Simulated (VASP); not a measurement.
# In (P6/mmm) in VASP: further runs

Runs on In. Level: PBEsol. Tasks: single point.

All numbers are computed with VASP 6.6.1; they aren't measurements. Logs are shortened: lines on timing, memory, paths and dates and some standing lists are left out, and cuts for length are marked.

### 1 The cell of the first run

It takes space group P6/mmm (No. 191, hexagonal). Conventional cell: a = 5.261 Å, b = 5.261 Å, c = 3.247 Å, α = 90.00°, β = 90.00°, γ = 120.00°. In (site symmetry 6/mmm) has 14 In at 3.25 to 3.44 Å within 4.3 Å. Within 4.0 Å of In (site symmetry -6m2) lie 11 In at 3.04 to 3.44 Å.

### 2 Single point, PBEsol

Input file INCAR:

```
SYSTEM = In
PREC     = Accurate       ! precision mode
ENCUT    = 520            ! plane-wave cutoff, eV
EDIFF    = 1E-7           ! SCF threshold, eV
ISMEAR   = -1             ! smearing method
SIGMA    = 0.1            ! smearing width, eV
LREAL    = .False.        ! projectors in reciprocal space
LASPH    = .True.         ! aspherical terms in the spheres
NELM     = 80             ! most SCF steps
ALGO     = Normal         ! electronic algorithm
ISIF     = 2              ! what is computed and relaxed
LWAVE    = .False.        ! write WAVECAR
LCHARG   = .True.         ! write CHGCAR
GGA      = PS             ! functional
LELF     = .True.         ! ELF
LVHAR    = .True.       
NBANDS   = 26             ! bands
```

Input file KPOINTS:

```
regular mesh
0
Gamma
  8 8 11
  0 0 0
```

Input file POSCAR:

```
In
1.0
    5.2605294949      0.0000000000      0.0000000000
   -2.6302647475      4.5557521800      0.0000000000
    0.0000000000      0.0000000000      3.2469032438
In
3
Direct
    0.0000000000      1.0000000000      0.0000000000
    0.3333333333      0.6666666667      0.5000000000
    0.6666666667      0.3333333333      0.5000000000
```

Potentials or basis: VASP PAW PBE potentials, release 64 (In_d).

Run with:

```sh
> cat potpaw_PBE.64/In_d/POTCAR > POTCAR
> mpirun -np 1 vasp_std > vasp.out
```

OUTCAR:

```text
SYSTEM = In
   PREC = Accurate
   ENCUT = 520
   EDIFF = 1E-7
   ISMEAR = -1
   LREAL = .False.
   LASPH = .True.
   NELM = 80
   ISIF = 2
   GGA = PS

 ion  position               nearest neighbor table
   1  0.000  0.000  0.000-   2 3.44   3 3.44   2 3.44   3 3.44   3 3.44   3 3.44   2 3.44   2 3.44
                             3 3.44   3 3.44   2 3.44   2 3.44
   2  0.333  0.667  0.500-   3 3.04   3 3.04   3 3.04   1 3.44   1 3.44   1 3.44   1 3.44   1 3.44
                             1 3.44
   3  0.667  0.333  0.500-   2 3.04   2 3.04   2 3.04   1 3.44   1 3.44   1 3.44   1 3.44   1 3.44
                             1 3.44

  LATTYP: Found a hexagonal cell.
 ALAT       =     5.2605294949
 C/A-ratio  =     0.6172198534

  Lattice vectors:

 A1 = (   5.2605294949,   0.0000000000,   0.0000000000)
 A2 = (  -2.6302647475,   4.5557521800,   0.0000000000)
 A3 = (   0.0000000000,   0.0000000000,   3.2469032438)

Analysis of symmetry for initial positions (statically):
=====================================================================
 Subroutine PRICEL returns:
 Original cell was already a primitive cell.

 Routine SETGRP: Setting up the symmetry group for a
 hexagonal supercell.

 Subroutine GETGRP returns: Found 24 space group operations
 (whereof 24 operations were pure point group operations)
 out of a pool of 24 trial point group operations.

The static configuration has the point symmetry D_6h.

Analysis of symmetry for dynamics (positions and initial velocities):
=====================================================================
 Subroutine PRICEL returns:
 Original cell was already a primitive cell.

 Routine SETGRP: Setting up the symmetry group for a
 hexagonal supercell.

 Subroutine GETGRP returns: Found 24 space group operations
 (whereof 24 operations were pure point group operations)
 out of a pool of 24 trial point group operations.

The dynamic configuration has the point symmetry D_6h.

 Subroutine INISYM returns: Found 24 space group operations
 (whereof 24 operations are pure point group operations),
 and found     1 'primitive' translations

----------------------------------------------------------------------------------------

                                     Primitive cell

  volume of cell :      77.8142

  direct lattice vectors                    reciprocal lattice vectors
     5.260529495  0.000000000  0.000000000     0.190094933  0.109751361  0.000000000
    -2.630264748  4.555752180  0.000000000     0.000000000  0.219502721  0.000000000
     0.000000000  0.000000000  3.246903244     0.000000000  0.000000000  0.307985771

  length of vectors
     5.260529495  5.260529495  3.246903244     0.219502721  0.219502721  0.307985771

  position of ions in fractional coordinates (direct lattice)
     0.000000000  0.000000000  0.000000000
     0.333333333  0.666666667  0.500000000
     0.666666667  0.333333333  0.500000000

  ion indices of the primitive-cell ions
   primitive index   ion index
                 1           1
                 2           2
                 3           3

----------------------------------------------------------------------------------------

 KPOINTS: regular mesh

Automatic generation of k-mesh.
 Grid dimensions read from file:
 generate k-points for:    8    8   11

 Generating k-lattice:

  Cartesian coordinates                     Fractional coordinates (reciprocal lattice)
     0.023761867  0.013718920  0.000000000     0.125000000  0.000000000  0.000000000
     0.000000000  0.027437840  0.000000000     0.000000000  0.125000000  0.000000000
     0.000000000  0.000000000  0.027998706     0.000000000  0.000000000  0.090909091

  Length of vectors
     0.027437840  0.027437840  0.027998706

  Shift w.r.t. Gamma in fractional coordinates (k-lattice)
     0.000000000  0.000000000  0.000000000

 Subroutine IBZKPT returns following result:
 ===========================================

 Found     60 irreducible k-points:

 Following reciprocal coordinates:
            Coordinates               Weight
  0.000000  0.000000  0.000000      1.000000
  0.125000  0.000000  0.000000      6.000000
  0.250000  0.000000  0.000000      6.000000
  0.375000 -0.000000  0.000000      6.000000
  0.500000  0.000000  0.000000      3.000000
  0.125000  0.125000  0.000000      6.000000
[... 16 lines left out ...]
  0.250000  0.000000  0.181818     12.000000
  0.375000 -0.000000  0.181818     12.000000
 [... further k-points ...]
   k-points           NKPTS =     60   k-points in BZ     NKDIM =     60   number of bands    NBANDS=     26
   number of dos      NEDOS =    301   number of ions     NIONS =      3
   total plane-waves  NPLWV =  38400
   dimension x,y,z NGX =    40 NGY =   40 NGZ =   24
   dimension x,y,z NGXF=    80 NGYF=   80 NGZF=   48
   ions per type =               3
   NGX,Y,Z   is equivalent  to a cutoff of  12.64, 12.64, 12.29 a.u.
   NGXF,Y,Z  is equivalent  to a cutoff of  25.28, 25.28, 24.58 a.u.
 SYSTEM =  In
   PREC   = accura    normal or accurate (medium, high low for compatibility)
   ISTART =      0    job   : 0-new  1-cont  2-samecut
   ICHARG =      2    charge: 1-file 2-atom 10-const
   ISPIN  =      1    spin polarized calculation?
   LNONCOLLINEAR =      F non collinear calculations
   LSORBIT =      F    spin-orbit coupling
   LASPH  =      T    aspherical Exc in radial PAW
   ENCUT  =  520.0 eV  38.22 Ry    6.18 a.u.   9.78  9.78  6.04*2*pi/ulx,y,z
   NELM   =     80;   NELMIN=  2; NELMDL= -5     # of ELM steps
   EDIFF  = 0.1E-06   stopping-criterion for ELM
   LREAL  =      F    real-space projection
   EDIFFG = 0.1E-05   stopping-criterion for IOM
   NSW    =      0    number of steps for IOM
   IBRION =     -1    ionic relax: 0-MD 1-quasi-New 2-CG
   NFREE  =      0    steps in history (QN), initial steepest desc. (CG)
   ISIF   =      2    stress and relaxation
   ISYM   =      2    0-nonsym 1-usesym 2-fastsym
   POTIM  = 0.5000    time-step for ionic-motion
   TEBEG  =    0.0;   TEEND  =   0.0 temperature during run
   PSTRESS=    0.0 pullay stress
   NELECT =      39.0000    total number of electrons
   NUPDOWN=      -1.0000    fix difference up-down
   EMIN   =  10.00;   EMAX   =-10.00  energy-range for DOS
   EFERMI =   0.00;   METHOD = LEGACY
   ISMEAR =    -1;   SIGMA  =   0.10  broadening in eV -4-tet -1-fermi 0-gaus
   EFERMI_NEDOS =   21; number of points for ismear=-14 and -15
   IALGO  =     38    algorithm
   IMIX   =      4    mixing-type and parameters
     AMIX     =   0.40;   BMIX     =  1.00
     AMIX_MAG =   1.60;   BMIX_MAG =  1.00
  volume/ion in A,a.u.               =      25.94       175.04
  Fermi-wavevector in a.u.,A,eV,Ry     =   1.300399  2.457398 23.007974  1.691038
  Thomas-Fermi vector in A             =   2.431601
   LORBIT       =      0    0 simple, 1 ext, 2 COOP (PROOUT), +10 PAW based schemes
   GGA     = PS    functional components
   LHFCALC =     F    Hartree Fock is set to
   AEXX    =    0.0000 exact exchange contribution
   IVDW    =     0    specifies the selected vdW correction
   LEPSILON=     F    determine dielectric tensor
   LRPA    =     F    only Hartree local field effects (RPA)
 non-spin polarized calculation
  energy-cutoff  :      520.00
  volume of cell :       77.81
 maximum number of plane-waves:      2112
 NGX is ok and might be reduce to    40
   NGX = 19   NGY = 19   NGZ = 13

 number of electron      38.9999992 magnetization

 Free energy of the ion-electron system (eV)
  ---------------------------------------------------
  ext. energy  EPLUGINS =         0.00000000
  ---------------------------------------------------
  free energy    TOTEN  =        -8.87898987 eV

  energy without entropy =       -8.81713266  energy(sigma->0) =       -8.84806126

 E-fermi :   7.4961     XC(G=0): -10.4412

 val. band max:        7.4808305512   @ k =   0.3750  -0.0000   0.2727
 cond. band min:       7.5080413202   @ k =   0.2500   0.0000   0.4545
 fundamental gap:      0.0272107691
 Fermi energy:         7.4960538673

 k-point     1 :       0.0000    0.0000    0.0000
  band No.  band energies     occupation
      1      -7.3714      2.00000
      2      -7.1329      2.00000
      3      -7.1227      2.00000
      4      -7.1227      2.00000
      5      -7.0976      2.00000
      6      -6.9913      2.00000
[... 18 lines left out ...]
     25      18.5673      0.00000
     26      18.5793      0.00000

 k-point     2 :       0.1250    0.0000    0.0000
  band No.  band energies     occupation
      1      -7.3636      2.00000
      2      -7.1665      2.00000
      3      -7.1512      2.00000
      4      -7.1375      2.00000
      5      -7.0819      2.00000
      6      -7.0146      2.00000
[... 18 lines left out ...]
     25      17.6222      0.00000
     26      18.0030      0.00000

 k-point     3 :       0.2500    0.0000    0.0000
  band No.  band energies     occupation
      1      -7.3433      2.00000
      2      -7.2314      2.00000
      3      -7.1998      2.00000
      4      -7.1524      2.00000
      5      -7.0947      2.00000
      6      -7.0426      2.00000
[... 18 lines left out ...]
     25      15.9895      0.00000
     26      16.2167      0.00000

 k-point     4 :       0.3750   -0.0000    0.0000
  band No.  band energies     occupation
      1      -7.3237      2.00000
      2      -7.2793      2.00000
      3      -7.2348      2.00000
      4      -7.1730      2.00000
      5      -7.1063      2.00000
      6      -7.0615      2.00000
[... 18 lines left out ...]
     25      14.2359      0.00000
     26      15.5344      0.00000

 k-point     5 :       0.5000    0.0000    0.0000
  band No.  band energies     occupation
      1      -7.3236      2.00000
      2      -7.2866      2.00000
      3      -7.2469      2.00000
      4      -7.1842      2.00000
      5      -7.1099      2.00000
      6      -7.0680      2.00000
[... 18 lines left out ...]
     25      14.3864      0.00000
     26      14.3986      0.00000

 k-point     6 :       0.1250    0.1250    0.0000
  band No.  band energies     occupation
      1      -7.3495      2.00000
      2      -7.2040      2.00000
      3      -7.2031      2.00000
      4      -7.1413      2.00000
      5      -7.0875      2.00000
      6      -7.0317      2.00000
[... 427 lines left out ...]
 k-point    21 :       0.0000    0.0000    0.1818
  band No.  band energies     occupation
      1      -7.2678      2.00000
      2      -7.1188      2.00000
      3      -7.1188      2.00000
      4      -7.1153      2.00000
      5      -7.1153      2.00000
      6      -7.0656      2.00000
[... 18 lines left out ...]
     25      15.2501      0.00000
     26      16.3866      0.00000

 k-point    22 :       0.1250    0.0000    0.1818
  band No.  band energies     occupation
      1      -7.2668      2.00000
      2      -7.1620      2.00000
      3      -7.1604      2.00000
      4      -7.1160      2.00000
      5      -7.1079      2.00000
      6      -7.0461      2.00000
[... 18 lines left out ...]
     25      14.7679      0.00000
     26      15.8777      0.00000

 k-point    23 :       0.2500    0.0000    0.1818
  band No.  band energies     occupation
      1      -7.2699      2.00000
      2      -7.2122      2.00000
      3      -7.1986      2.00000
      4      -7.1130      2.00000
      5      -7.0958      2.00000
      6      -7.0407      2.00000
[... 18 lines left out ...]
     25      14.2100      0.00000
     26      15.2160      0.00000

 k-point    24 :       0.3750   -0.0000    0.1818
  band No.  band energies     occupation
      1      -7.2830      2.00000
      2      -7.2447      2.00000
      3      -7.2096      2.00000
      4      -7.1052      2.00000
      5      -7.0967      2.00000
      6      -7.0265      2.00000
[... 18 lines left out ...]
     25      13.8484      0.00000
     26      13.8753      0.00000

 [... further k-points ...]
[... 5 lines left out ...]
  --------------------------------------------------------------------------------------
  -------------------------------------------------------------------------------------
  Total        0.0532394      0.0532394     -0.0648713     -0.0000000     -0.0000000      0.0000000
  in kB        1.0961869      1.0961869     -1.3356862     -0.0000000     -0.0000000      0.0000000
  external PRESSURE =       0.2855625 kB  Pullay stress =       0.0000000 kB

 VOLUME and BASIS-vectors are now :
 -----------------------------------------------------------------------------
  energy-cutoff  :      520.00
  volume of cell :       77.81
      direct lattice vectors                 reciprocal lattice vectors
     5.260529495  0.000000000  0.000000000     0.190094933  0.109751361  0.000000000
    -2.630264748  4.555752180  0.000000000     0.000000000  0.219502721  0.000000000
     0.000000000  0.000000000  3.246903244     0.000000000  0.000000000  0.307985771

 POSITION                                       TOTAL-FORCE (eV/Angst)
 -----------------------------------------------------------------------------------
      0.00000      0.00000      0.00000         0.000000      0.000000      0.000000
     -0.00000      3.03717      1.62345        -0.000000      0.000000      0.000000
      2.63026      1.51858      1.62345         0.000000      0.000000      0.000000
 -----------------------------------------------------------------------------------
    total drift:                               -0.000000      0.000000      0.000000

  FREE ENERGIE OF THE ION-ELECTRON SYSTEM (eV)
  ---------------------------------------------------
  free  energy   TOTEN  =        -8.8789898650 eV

  energy  without entropy=       -8.8171326647  energy(sigma->0) =       -8.84806126
```

Wall time 53 s (1 thread of AMD EPYC 9R45 (Zen 5), shared host); peak memory 0.2 GiB.

What came out:

```yaml
Free_energy: -8.8790 eV
Pressure: 0.0 GPa
```

Stress tensor (GPa, compression positive):
```
 0.11  0.00  0.00
 0.00  0.11  0.00
 0.00  0.00 -0.13
```

Levels at points of the mesh, in eV from the Fermi level:
| k point | band 17 | band 18 | band 19 | band 20 | band 21 | band 22 |
| --- | --- | --- | --- | --- | --- | --- |
| (0.00, 0.00, 0.00) | -2.77 | -2.53 | -1.09 | -1.09 | -0.97 | -0.97 |
| (0.50, 0.00, 0.00) | -7.68 | -3.94 | -3.29 | 3.63 | 3.75 | 4.79 |

Caveat: the PAW data sets were made with another functional, which shifts forces and pressure a little; spin-orbit coupling is left out, which moves the levels of the heavy elements.

(Part 1 of 3 ends here.)
